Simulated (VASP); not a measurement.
Input of a VASP 6.6.1 run:

The input INCAR:

```
PREC     = Accurate       # precision mode
ENCUT    = 520            # plane-wave cutoff, eV
EDIFF    = 1E-6           # SCF threshold, eV
ISMEAR   = 0              # smearing method
SIGMA    = 0.05           # smearing width, eV
LREAL    = F              # projectors in reciprocal space
LASPH    = T              # aspherical terms in the spheres
NELM     = 100            # most SCF steps
ALGO     = Normal         # electronic algorithm
ISIF     = 2              # what is computed and relaxed
LWAVE    = F              # write WAVECAR
LCHARG   = F              # write CHGCAR
GGA      = PE             # functional
NBANDS   = 15             # bands
```

KPOINTS

```
regular mesh
0
Gamma
  8 8 8
```

The input POSCAR:

```
KF
1.0
   -0.0867619010      2.6822349401      2.6822349401
    2.6822349401     -0.0867619010      2.6822349401
    2.6822349401      2.6822349401     -0.0867619010
K F
1 1
Direct
    0.0000000000      0.0000000000      0.0000000000
    0.5000000000      0.5000000000      0.5000000000
```

Potentials or basis: VASP PAW PBE potentials, release 64 (K_sv, F).

Command:

```bash
$ cat potpaw_PBE.64/K_sv/POTCAR potpaw_PBE.64/F/POTCAR > POTCAR
$ mpirun -np 1 vasp_std > vasp.out
```

(1) Predict the band gap on the k mesh.

(2) What does it give for the pressure?

Answers

(1) 5.83 eV.

(2) -0.5 GPa.
